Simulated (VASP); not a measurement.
Set up this calculation in VASP 6.6.1, as the native input.

* Task: single point
* Functional: PBE
* Potentials or basis: VASP PAW PBE potentials, release 64 (Si)
* Cutoff: 520 eV
* k mesh: 14 × 14 × 8
* Occupations: gaussian, width 0.1 eV
* Spin: no spin polarisation
* Dipole correction: no
* Further INCAR settings: ALGO = Normal; EDIFF = 1e-06; NBANDS = 16

The structure of Si lies in POSCAR:

```
Si
1.0
    3.2008762645     -1.9341044126      0.9871488616
    3.2008762645      1.9341044126      0.9871488616
    0.2715967688      0.0000000000      6.6937372018
Si
4
Direct
    0.0625018192      0.5624994803      0.8124996195
    0.4375005197      0.9374981808      0.6875003805
    0.9374981808      0.4375005197      0.1875003805
    0.5624994803      0.0625018192      0.3124996195
```

One way to write it, as run:

INCAR

```
SYSTEM = Si
  PREC = Accurate
  ENCUT = 520
  EDIFF = 1E-6
  ISMEAR = 0
  SIGMA = 0.1
  LREAL = .FALSE.
  LASPH = .TRUE.
  NELM = 80
  ALGO = Normal
  ISIF = 2
  LWAVE = .FALSE.
  LCHARG = .FALSE.
  GGA = PE
  NBANDS = 16
```

KPOINTS

```
Automatic mesh
0
G
  14 14 8
  0 0 0
```

Potentials or basis: VASP PAW PBE potentials, release 64 (Si).

Run with:

```sh
$ cat potpaw_PBE.64/Si/POTCAR > POTCAR
$ mpirun -np 1 vasp_std > vasp.out
```

Results of the run:

```
Pressure               : -0.1 GPa
Band gap on the k mesh : 0.62 eV
```

Run time: 3.5 min on 1 thread of Intel(R) Xeon(R) 6975P-C (Granite Rapids), with other jobs on the host, peak memory 0.49 GiB.
